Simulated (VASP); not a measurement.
Al: single point with LDA

The system is Al.

```
CELL_PARAMETERS angstrom
0.00000 2.97286 2.97286
2.97286 0.00000 2.97286
2.97286 2.97286 0.00000
ATOMIC_POSITIONS crystal
Al 0.00000 0.00000 0.00000
Al 0.25000 0.25000 0.25000
```

| Item | Value |
| --- | --- |
| Program | VASP 6.6.1 |
| Task | single point |
| Functional | LDA |
| Potentials or basis | VASP PAW LDA potentials, release 64 (Al) |
| Cutoff | 520 eV |
| k mesh | 6 × 6 × 6 |
| Occupations | methfessel-paxton, width 0.1 eV |
| Spin | no spin polarisation |

```json
{
  "Pressure": "0.0 GPa",
  "Band gap on the k mesh": "zero (band 3 reaches 5.12 eV, above the bottom of band 4 at 1.68 eV)"
}
```

Levels at points of the mesh, in eV from the Fermi level:
```
           k point  band 1  band 2  band 3  band 4  band 5  band 6  band 7
(0.00, 0.00, 0.00)   -8.03    2.22    2.22    2.22    4.06    4.06    4.06
(0.50, 0.00, 0.00)   -5.92   -3.94    1.17    1.17    3.38    4.47    4.47
(0.50, 0.50, 0.00)   -4.40   -4.40   -0.38   -0.38    2.11    2.11   10.88
```

Run time: 6.9 s on 1 thread of AMD EPYC 9R45 (Zen 5), on a shared host, peak memory 0.11 GiB.
